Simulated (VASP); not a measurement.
Runs of VASP 6.6.1 on Re. The structure is that of space group I4/mmm (No. 139), or close to it. The cells are those of the table. 

```tsv
cell	gap on the mesh (eV)	pressure (GPa)
a = 2.824, b = 2.824, c = 2.675 Å, angles 61.7, 61.7, 56.5°, 1 atom	none	0.9
a = 2.717, b = 2.717, c = 2.786 Å, angles 59.2, 59.2, 61.7°, 1 atom	none	12.3
a = 2.655, b = 2.655, c = 3.178 Å, angles 53.2, 53.2, 73.5°, 1 atom	none	23.1
a = 2.903, b = 2.903, c = 2.671 Å, angles 62.6, 62.6, 54.8°, 1 atom	none	(b)
a = 2.766, b = 2.766, c = 3.095 Å, angles 56.0, 56.0, 68.0°, 1 atom	none	-21.9
a = 2.753, b = 2.753, c = 3.080 Å, angles 56.0, 56.0, 68.0°, 1 atom	none	-17.9
a = 2.670, b = 2.670, c = 3.196 Å, angles 53.2, 53.2, 73.5°, 1 atom	none	(c)
a = 2.747, b = 2.747, c = 2.817 Å, angles 59.2, 59.2, 61.7°, 1 atom	none	(a)
a = 2.771, b = 2.771, c = 2.976 Å, angles 57.5, 57.5, 65.0°, 1 atom	none	-18.6
a = 2.888, b = 2.888, c = 2.657 Å, angles 62.6, 62.6, 54.8°, 1 atom	none	-7.9
a = 2.704, b = 2.704, c = 2.965 Å, angles 56.7, 56.7, 66.5°, 1 atom	none	2.2
a = 2.932, b = 2.932, c = 2.698 Å, angles 62.6, 62.6, 54.8°, 1 atom	none	-21.0
```

Alike in all rows: task single point; level PBE; potentials or basis VASP PAW PBE potentials, release 64 (Re); no spin polarisation; k mesh 10 × 10 × 10; cutoff (eV) 520; smearing gaussian 0.15 eV.

Q: Estimate the missing entries.

A: (a) -0.6; (b) -12.7; (c) 15.7.

Caveats: spin-orbit coupling is left out, which moves the levels of the heavy elements.

A k mesh can miss the band edges, and the runs leave out spin-orbit coupling on Re.

A gap of «none» marks levels without a gap at the run's occupations.
